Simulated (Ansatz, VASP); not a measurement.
**One calculation of SiC, two programs**

```
CELL_PARAMETERS angstrom
3.99008 0.00000 0.00000
-1.99504 3.45551 0.00000
0.00000 0.00000 3.99316
ATOMIC_POSITIONS crystal
Si 0.33333 0.66667 0.50000
Si 0.66667 0.33333 0.50000
C 0.33333 0.66667 0.00000
C 0.66667 0.33333 0.00000
```

Alike in both runs: task relaxation of cell and atoms; functional PBE; k mesh 12 × 12 × 12; occupations gaussian, width 0.1 eV; no spin polarisation.

```csv
,VASP,Ansatz
version,VASP 6.6.1,Ansatz 0.2.0
potentials or method,"VASP PAW PBE potentials, release 64 (Si, C), cutoff 600 eV","scalar-relativistic, plane waves, PAW"
valence electrons in the cell,16,16
```

VASP gave:

```
gap on the k mesh at the Fermi level, each at its own relaxed structure (eV) : none
relaxed volume (Å³/atom)                                                     : 13.82
relaxed cell length with the largest relative difference (Å)                 : 4.009
```

Task: Estimate Ansatz's values.

Result: gap on the k mesh at the Fermi level, each at its own relaxed structure (eV): none; relaxed volume (Å³/atom): 13.83; relaxed cell length with the largest relative difference (Å): 4.011.

A gap of «none» marks a metal or a gap that the smearing closes.
